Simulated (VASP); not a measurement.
HfTe5Mo, 7 atoms in the cell. The structure is cubic, space group F-43m (No. 216). The conventional cell has a = 10.164 Å, b = 10.164 Å, c = 10.164 Å, α = 90.00°, β = 90.00°, γ = 90.00°. Hf (site symmetry -43m) has 16 Te at 4.27 to 4.40 Å and 4 Mo at 4.40 Å within 5.6 Å. Within 3.3 Å of Te (site symmetry 3m) lie 1 Mo at 2.47 Å and 3 Te at 3.15 Å. Within 5.5 Å of Te (site symmetry -43m) lie 12 Te at 4.18 Å and 4 Hf at 4.40 Å and 6 Mo at 5.08 Å. Within 3.3 Å of Mo (site symmetry -43m) lie 4 Te at 2.47 Å. 

| Property | Result |
| --- | --- |
| Program | VASP 6.6.1 |
| Task | single point |
| Functional | PBE |
| Potentials or basis | VASP PAW PBE potentials, release 64 (Hf_pv, Te, Mo_sv) |
| Cutoff | 500 eV |
| k mesh | 3 × 3 × 3 |
| Occupations | gaussian, width 0.2 eV |
| Spin | no spin polarisation |
| Dipole correction | no |
| Further INCAR settings | ALGO = Normal; EDIFF = 1e-06; NBANDS = 36 |

Potentials or basis: VASP PAW PBE potentials, release 64 (Hf_pv, Te, Mo_sv).

Run with:

```sh
$ cat potpaw_PBE.64/Hf_pv/POTCAR potpaw_PBE.64/Te/POTCAR potpaw_PBE.64/Mo_sv/POTCAR > POTCAR
$ mpirun -np 1 vasp_std > vasp.out
```

Hardware: 1 thread of Intel(R) Xeon(R) 6975P-C (Granite Rapids) (shared host).

How long does it take, and how much memory?

It took 69 s on 1 thread of Intel(R) Xeon(R) 6975P-C (Granite Rapids), with other jobs on the host, peak memory 0.4 GiB. Counts: scf iterations 21, k points 4.
